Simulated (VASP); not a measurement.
# Sb (Im-3m) in VASP: notebook, part 2 of 2

VASP 6.6.1. Earlier steps stand in the parts before.

### 3 Electric field gradients, r2SCAN (volume scaled by 0.975)

POSCAR

```
Sb
1.0
   -1.8556145891      1.8556145891      1.8556145891
    1.8556145891     -1.8556145891      1.8556145891
    1.8556145891      1.8556145891     -1.8556145891
Sb
1
Direct
    0.0000000000      0.0000000000      0.0000000000
```

INCAR.step1

```
SYSTEM = Sb
ALGO = Normal ; EDIFF = 1E-4
ENCUT = 520 ; GGA = PE
ISMEAR = -1 ; LASPH = .True.
LCHARG = .False. ; LREAL = .False.
LWAVE = .True. ; NBANDS = 8
NELM = 100 ; PREC = Accurate
SIGMA = 0.08
```

INCAR.step2

```
SYSTEM = Sb
ALGO = Normal ; EDIFF = 1E-8
ENCUT = 520 ; ISIF = 2
ISMEAR = -1 ; ISTART = 1
LASPH = .True. ; LCHARG = .False.
LEFG = .True. ; LMIXTAU = .True.
LREAL = .False. ; LWAVE = .False.
METAGGA = R2SCAN ; NBANDS = 8
NELM = 100 ; PREC = Accurate
SIGMA = 0.08
```

KPOINTS

```
k-points
0
Gamma
  12 12 12
  0 0 0
```

Potentials or basis: VASP PAW PBE potentials, release 64 (Sb).

Launch:

```bash
$ cat potpaw_PBE.64/Sb/POTCAR > POTCAR
$ cp INCAR.step1 INCAR
$ mpirun -np 1 vasp_std > vasp.out
$ cp INCAR.step2 INCAR
$ mpirun -np 1 vasp_std > vasp.out
```

OUTCAR:

```text
SYSTEM = Sb
   EDIFF = 1E-8
   ENCUT = 520
   ISIF = 2
   ISMEAR = -1
   ISTART = 1
   LASPH = .True.
   LREAL = .False.
   METAGGA = R2SCAN
   NELM = 100
   PREC = Accurate

 ion  position               nearest neighbor table
   1  0.000  0.000  0.000-

  LATTYP: Found a body centered cubic cell.
 ALAT       =     3.7112291782

  Lattice vectors:

 A1 = (  -1.8556145891,   1.8556145891,   1.8556145891)
 A2 = (   1.8556145891,  -1.8556145891,   1.8556145891)
 A3 = (   1.8556145891,   1.8556145891,  -1.8556145891)

Analysis of symmetry for initial positions (statically):
=====================================================================
 Subroutine PRICEL returns:
 Original cell was already a primitive cell.

 Routine SETGRP: Setting up the symmetry group for a
 body centered cubic supercell.

 Subroutine GETGRP returns: Found 48 space group operations
 (whereof 48 operations were pure point group operations)
 out of a pool of 48 trial point group operations.

The static configuration has the point symmetry O_h .

Analysis of symmetry for dynamics (positions and initial velocities):
=====================================================================
 Subroutine PRICEL returns:
 Original cell was already a primitive cell.

 Routine SETGRP: Setting up the symmetry group for a
 body centered cubic supercell.

 Subroutine GETGRP returns: Found 48 space group operations
 (whereof 48 operations were pure point group operations)
 out of a pool of 48 trial point group operations.

The dynamic configuration has the point symmetry O_h .

 Subroutine INISYM returns: Found 48 space group operations
 (whereof 48 operations are pure point group operations),
 and found     1 'primitive' translations

[... 144 lines left out ...]
 Fermi energy:         9.1106159023

 k-point     1 :       0.0000    0.0000    0.0000
  band No.  band energies     occupation
      1      -4.8104      2.00000
      2      15.3124      0.00000
      3      15.3124      0.00000
      4      15.3124      0.00000
      5      20.2547      0.00000
      6      20.2547      0.00000
      7      20.2547      0.00000
      8      21.7822      0.00000
[... 243 lines left out ...]
 k-point    24 :       0.4167    0.0833    0.0833
  band No.  band energies     occupation
      1       0.0651      2.00000
      2       3.2090      2.00000
      3       9.2320      0.35987
      4      11.1141      0.00000
      5      18.5479      0.00000
      6      18.9339      0.00000
      7      24.6605      0.00000
      8      25.4136      0.00000

 [... further k-points ...]
[... 5 lines left out ...]
  --------------------------------------------------------------------------------------
  -------------------------------------------------------------------------------------
  Total        0.6057038      0.6057038      0.6057038      0.0000000      0.0000000     -0.0000000
  in kB       37.9706072     37.9706072     37.9706072      0.0000000      0.0000000     -0.0000000
  external PRESSURE =      37.9706072 kB  Pullay stress =       0.0000000 kB

 VOLUME and BASIS-vectors are now :
 -----------------------------------------------------------------------------
  energy-cutoff  :      520.00
  volume of cell :       25.56
      direct lattice vectors                 reciprocal lattice vectors
    -1.855614589  1.855614589  1.855614589     0.000000000  0.269452505  0.269452505
     1.855614589 -1.855614589  1.855614589     0.269452505  0.000000000  0.269452505
     1.855614589  1.855614589 -1.855614589     0.269452505  0.269452505  0.000000000

 POSITION                                       TOTAL-FORCE (eV/Angst)
 -----------------------------------------------------------------------------------
      0.00000      0.00000      0.00000        -0.000000     -0.000000     -0.000000
 -----------------------------------------------------------------------------------
    total drift:                               -0.000000      0.000000     -0.000000

  FREE ENERGIE OF THE ION-ELECTRON SYSTEM (eV)
  ---------------------------------------------------
  free  energy   TOTEN  =       -25.3481070391 eV

  energy  without entropy=      -25.3368751527  energy(sigma->0) =      -25.34249110

 Electric field gradients (V/A^2)
---------------------------------------------------------------------
 ion       V_xx      V_yy      V_zz      V_xy      V_xz      V_yz
---------------------------------------------------------------------
   1       0.000     0.000     0.000    -0.000    -0.000    -0.000
---------------------------------------------------------------------

 Electric field gradients after diagonalization (V/A^2)
 (convention: |V_zz| > |V_xx| > |V_yy|)
----------------------------------------------------------------------
 ion       V_xx      V_yy      V_zz     asymmetry (V_yy - V_xx)/ V_zz
----------------------------------------------------------------------
   1       0.000     0.000    -0.000       0.000
----------------------------------------------------------------------

           NMR quadrupolar parameters

 Cq : quadrupolar parameter    Cq=e*Q*V_zz/h
 eta: asymmetry parameters     (V_yy - V_xx)/ V_zz
 Q  : nuclear electric quadrupole moment in mb (millibarn)
----------------------------------------------------------------------
 ion       Cq(MHz)       eta       Q (mb)
----------------------------------------------------------------------
   1      -0.000       0.000       1.000
----------------------------------------------------------------------
```

OUTCAR.step1:

```text
SYSTEM = Sb
   EDIFF = 1E-4
   ENCUT = 520
   GGA = PE
   ISMEAR = -1
   LASPH = .True.
   LREAL = .False.
[... 479 lines left out ...]
 -----------------------------------------------------------------------------------
      0.00000      0.00000      0.00000        -0.000000      0.000000      0.000000
 -----------------------------------------------------------------------------------
    total drift:                               -0.000000     -0.000000      0.000000

  FREE ENERGIE OF THE ION-ELECTRON SYSTEM (eV)
  ---------------------------------------------------
  free  energy   TOTEN  =        -3.9039646236 eV

  energy  without entropy=       -3.8920127292  energy(sigma->0) =       -3.89798868
```

Wall time 2 min (1 thread of AMD EPYC 7R43 (Zen 3), shared host); peak memory 0.11 GiB.

Results:

| Quantity | Value |
| --- | --- |
| Free energy | -25.3481 eV |
| Pressure | 3.8 GPa |

Levels at points of the mesh, in eV from the Fermi level:
| k point | band 1 | band 2 | band 3 | band 4 | band 5 |
| --- | --- | --- | --- | --- | --- |
| (0.00, 0.00, 0.00) | -13.92 | 6.20 | 6.20 | 6.20 | 11.14 |
| (0.50, 0.00, 0.00) | -9.27 | -6.26 | 1.80 | 4.20 | 7.17 |
| (0.50, 0.50, 0.50) | -5.36 | -2.35 | -2.35 | -2.35 | 3.22 |

Caveat: the cell differs from its parent crystal (volume scaled by 0.975); without QUAD_EFG the Cq values of the log hold for a quadrupole moment of 1 mb, not for the nuclei; the PAW data sets were made with another functional, which shifts forces and pressure a little; spin-orbit coupling is left out, which moves the levels of the heavy elements.

### 4 Electric field gradients, r2SCAN

This run uses another cell than the first one, of 26.21 Å³/atom, 1.053 times its volume.

POSCAR

```
Sb
1.0
   -1.8713408863      1.8713408863      1.8713408863
    1.8713408863     -1.8713408863      1.8713408863
    1.8713408863      1.8713408863     -1.8713408863
Sb
1
Direct
    0.0000000000      0.0000000000      0.0000000000
```

INCAR.step1

```
PREC = Accurate
ENCUT = 520
ISMEAR = -1
SIGMA = 0.08
LREAL = F
LASPH = T
NELM = 60
NBANDS = 8
GGA = PE
ALGO = Normal
EDIFF = 1E-4
LWAVE = T
LCHARG = F
```

INCAR.step2

```
PREC = Accurate
ENCUT = 520
EDIFF = 1E-8
ISMEAR = -1
SIGMA = 0.08
LREAL = F
LASPH = T
NELM = 60
ALGO = Normal
ISIF = 2
LWAVE = F
LCHARG = F
METAGGA = R2SCAN
LMIXTAU = T
LEFG = T
NBANDS = 8
ISTART = 1
```

KPOINTS

```
regular mesh
0
Gamma
  12 12 12
```

Potentials or basis: VASP PAW PBE potentials, release 64 (Sb).

Launch:

```bash
$ cat potpaw_PBE.64/Sb/POTCAR > POTCAR
$ cp INCAR.step1 INCAR
$ mpirun -np 1 vasp_std > vasp.out
$ cp INCAR.step2 INCAR
$ mpirun -np 1 vasp_std > vasp.out
```

OUTCAR:

```text
PREC = Accurate
   ENCUT = 520
   EDIFF = 1E-8
   ISMEAR = -1
   LREAL = F
   LASPH = T
   NELM = 60
   ISIF = 2
   METAGGA = R2SCAN
   ISTART = 1

 ion  position               nearest neighbor table
   1  0.000  0.000  0.000-

  LATTYP: Found a body centered cubic cell.
 ALAT       =     3.7426817726

  Lattice vectors:

[... 469 lines left out ...]
      0.00000      0.00000      0.00000        -0.000000      0.000000      0.000000
 -----------------------------------------------------------------------------------
    total drift:                                0.000000      0.000000      0.000000

  FREE ENERGIE OF THE ION-ELECTRON SYSTEM (eV)
  ---------------------------------------------------
  free  energy   TOTEN  =       -25.3595279523 eV

  energy  without entropy=      -25.3481737628  energy(sigma->0) =      -25.35385086

 Electric field gradients (V/A^2)
---------------------------------------------------------------------
 ion       V_xx      V_yy      V_zz      V_xy      V_xz      V_yz
---------------------------------------------------------------------
   1       0.000    -0.000    -0.000    -0.000    -0.000    -0.000
---------------------------------------------------------------------

 Electric field gradients after diagonalization (V/A^2)
 (convention: |V_zz| > |V_xx| > |V_yy|)
----------------------------------------------------------------------
 ion       V_xx      V_yy      V_zz     asymmetry (V_yy - V_xx)/ V_zz
----------------------------------------------------------------------
   1       0.000     0.000    -0.000       0.000
----------------------------------------------------------------------

           NMR quadrupolar parameters

 Cq : quadrupolar parameter    Cq=e*Q*V_zz/h
 eta: asymmetry parameters     (V_yy - V_xx)/ V_zz
 Q  : nuclear electric quadrupole moment in mb (millibarn)
----------------------------------------------------------------------
 ion       Cq(MHz)       eta       Q (mb)
----------------------------------------------------------------------
   1      -0.000       0.000       1.000
----------------------------------------------------------------------
```

OUTCAR.step1:

```text
PREC = Accurate
   ENCUT = 520
   ISMEAR = -1
   LREAL = F
   LASPH = T
   NELM = 60
[... 477 lines left out ...]

 POSITION                                       TOTAL-FORCE (eV/Angst)
 -----------------------------------------------------------------------------------
      0.00000      0.00000      0.00000         0.000000      0.000000     -0.000000
 -----------------------------------------------------------------------------------
    total drift:                                0.000000     -0.000000     -0.000000

  FREE ENERGIE OF THE ION-ELECTRON SYSTEM (eV)
  ---------------------------------------------------
  free  energy   TOTEN  =        -3.9178461735 eV

  energy  without entropy=       -3.9059985537  energy(sigma->0) =       -3.91192236
```

Run time: 1.9 min. Hardware: 1 thread of AMD EPYC 7R43 (Zen 3), shared host; peak memory 0.11 GiB.

What came out:

- Free energy: -25.3595 eV
- Pressure: 1.8 GPa

Caveat: without QUAD_EFG the Cq values of the log hold for a quadrupole moment of 1 mb, not for the nuclei; the PAW data sets were made with another functional, which shifts forces and pressure a little; spin-orbit coupling is left out, which moves the levels of the heavy elements.

### 5 Electric field gradients, r2SCAN (volume scaled by 1.025)

POSCAR

```
Sb
1.0
   -1.8868072148      1.8868072148      1.8868072148
    1.8868072148     -1.8868072148      1.8868072148
    1.8868072148      1.8868072148     -1.8868072148
Sb
1
Direct
    0.0000000000      0.0000000000      0.0000000000
```

INCAR.step1

```
ALGO = Normal ; EDIFF = 1E-4
ENCUT = 520 ; GGA = PE
ISMEAR = -1 ; LASPH = True
LCHARG = False ; LREAL = False
LWAVE = True ; NBANDS = 8
NELM = 60 ; PREC = Accurate
SIGMA = 0.08
```

INCAR.step2

```
ALGO = Normal ; EDIFF = 1E-8
ENCUT = 520 ; ISIF = 2
ISMEAR = -1 ; ISTART = 1
LASPH = True ; LCHARG = False
LEFG = True ; LMIXTAU = True
LREAL = False ; LWAVE = False
METAGGA = R2SCAN ; NBANDS = 8
NELM = 60 ; PREC = Accurate
SIGMA = 0.08
```

KPOINTS

```
k-points
0
Gamma
  12 12 12
```

Potentials or basis: VASP PAW PBE potentials, release 64 (Sb).

Launch:

```bash
$ cat potpaw_PBE.64/Sb/POTCAR > POTCAR
$ cp INCAR.step1 INCAR
$ mpirun -np 1 vasp_std > vasp.out
$ cp INCAR.step2 INCAR
$ mpirun -np 1 vasp_std > vasp.out
```

OUTCAR:

```text
EDIFF = 1E-8
   ENCUT = 520
   ISIF = 2
   ISMEAR = -1
   ISTART = 1
   LASPH = True
   LREAL = False
   METAGGA = R2SCAN
   NELM = 60
   PREC = Accurate

 ion  position               nearest neighbor table
   1  0.000  0.000  0.000-

  LATTYP: Found a body centered cubic cell.
 ALAT       =     3.7736144296

  Lattice vectors:

 A1 = (  -1.8868072148,   1.8868072148,   1.8868072148)
[... 470 lines left out ...]
    total drift:                               -0.000000     -0.000000     -0.000000

  FREE ENERGIE OF THE ION-ELECTRON SYSTEM (eV)
  ---------------------------------------------------
  free  energy   TOTEN  =       -25.3634740056 eV

  energy  without entropy=      -25.3520214874  energy(sigma->0) =      -25.35774775

 Electric field gradients (V/A^2)
---------------------------------------------------------------------
 ion       V_xx      V_yy      V_zz      V_xy      V_xz      V_yz
---------------------------------------------------------------------
   1       0.000    -0.000     0.000    -0.000    -0.000    -0.000
---------------------------------------------------------------------

 Electric field gradients after diagonalization (V/A^2)
 (convention: |V_zz| > |V_xx| > |V_yy|)
----------------------------------------------------------------------
 ion       V_xx      V_yy      V_zz     asymmetry (V_yy - V_xx)/ V_zz
----------------------------------------------------------------------
   1       0.000     0.000    -0.000       0.000
----------------------------------------------------------------------

           NMR quadrupolar parameters

 Cq : quadrupolar parameter    Cq=e*Q*V_zz/h
 eta: asymmetry parameters     (V_yy - V_xx)/ V_zz
 Q  : nuclear electric quadrupole moment in mb (millibarn)
----------------------------------------------------------------------
 ion       Cq(MHz)       eta       Q (mb)
----------------------------------------------------------------------
   1      -0.000       0.000       1.000
----------------------------------------------------------------------
```

OUTCAR.step1:

```text
EDIFF = 1E-4
   ENCUT = 520
   GGA = PE
   ISMEAR = -1
   LASPH = True
[... 478 lines left out ...]

 POSITION                                       TOTAL-FORCE (eV/Angst)
 -----------------------------------------------------------------------------------
      0.00000      0.00000      0.00000         0.000000      0.000000     -0.000000
 -----------------------------------------------------------------------------------
    total drift:                                0.000000      0.000000     -0.000000

  FREE ENERGIE OF THE ION-ELECTRON SYSTEM (eV)
  ---------------------------------------------------
  free  energy   TOTEN  =        -3.9243772211 eV

  energy  without entropy=       -3.9128198881  energy(sigma->0) =       -3.91859855
```

It took 1.8 min on 1 thread of AMD EPYC 7R43 (Zen 3), shared host; peak memory 0.11 GiB.

What came out:

| Item | Value |
| --- | --- |
| Free energy | -25.3635 eV |
| Pressure | 0.1 GPa |

Caveat: the cell differs from its parent crystal (volume scaled by 1.025); without QUAD_EFG the Cq values of the log hold for a quadrupole moment of 1 mb, not for the nuclei; the PAW data sets were made with another functional, which shifts forces and pressure a little; spin-orbit coupling is left out, which moves the levels of the heavy elements.

### 6 Overview

```csv
cell,gap on the mesh (eV),pressure (GPa)
"a = 3.186 Å, angles 109.5°, 1 atom",none,6.1
"a = 3.214 Å, angles 109.5°, 1 atom",none,3.8
"a = 3.241 Å, angles 109.5°, 1 atom",none,1.8
"a = 3.268 Å, angles 109.5°, 1 atom",none,0.1
```

Alike in all rows: task electric field gradients; level r2SCAN; potentials or basis VASP PAW PBE potentials, release 64 (Sb); no spin polarisation; k mesh 12 × 12 × 12; cutoff (eV) 520; smearing fermi-dirac 0.08 eV.

Caveats: the PAW data sets were made with another functional, which shifts forces and pressure a little; spin-orbit coupling is left out, which moves the levels of the heavy elements.

Absolute energies hang on the potentials; compare differences alone.
